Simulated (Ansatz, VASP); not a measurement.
**Two plane-wave programs on Sb**

```
Sb
1.0
     2.14709    1.23962    3.65476
    -2.14709    1.23962    3.65476
     0.00000   -2.47924    3.65476
Sb
2
Direct
  0.23589 0.23589 0.23589
  0.76411 0.76411 0.76411
```

Alike in both runs: functional LDA; k mesh 12 × 12 × 12; occupations gaussian, width 0.05 eV; no spin polarisation.

Ansatz relaxed the structure, and its values are those at the end. VASP's run is a single point on that final structure, the one shown.

```csv
,VASP,Ansatz
version,VASP 6.6.1,Ansatz 0.2.0
potentials or method,"VASP PAW LDA potentials, release 64 (Sb_d_GW), cutoff 500 eV","scalar-relativistic, plane waves, PAW"
valence electrons in the cell,30,30
```

|  | VASP | Ansatz | Ansatz less VASP |
| --- | --- | --- | --- |
| pressure (GPa) | 0.0 | 0.0 | +0.01 |
| rms of the force components (eV/Å) | 0.006 | 0.001 | -0.0052 |

LDA's correlation is that of Perdew and Zunger in VASP and of Perdew and Wang (1992) in Ansatz.

Spin-orbit coupling is off throughout.
